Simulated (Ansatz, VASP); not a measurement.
# ZnCu: VASP beside Ansatz

```
Zn Cu
1.0
     2.92301    0.00000    0.00000
     0.00000    2.92301    0.00000
     0.00000    0.00000    2.92301
Zn Cu
1 1
Direct
  0.50000 0.50000 0.50000
  0.00000 0.00000 0.00000
```

Alike in both runs: functional r2SCAN; k mesh 6 × 6 × 6; occupations gaussian, width 0.1 eV; no spin polarisation.

Ansatz relaxed the structure, and its values are those at the end. VASP's run is a single point on that final structure, the one shown.

```csv
,VASP,Ansatz
version,VASP 6.6.1,Ansatz 0.2.0
potentials or method,"VASP PAW PBE potentials, release 64 (Zn, Cu), cutoff 520 eV","scalar-relativistic, plane waves, PAW"
valence electrons in the cell,23,31
```

```tsv
	VASP	Ansatz	Ansatz less VASP
gap on the k mesh at the Fermi level (eV)	none	none	-
pressure (GPa)	0.7	-0.1	-0.72
```

VASP's potentials were made for PBE, not for r2SCAN. A gap of «none» marks a metal or a gap that the smearing closes. With one functional, cell and mesh, what is left measures potentials, basis and numerics. VASP's potentials hold 23 valence electrons a cell and Ansatz's 31, so a difference there can come from the potentials and not from the codes.
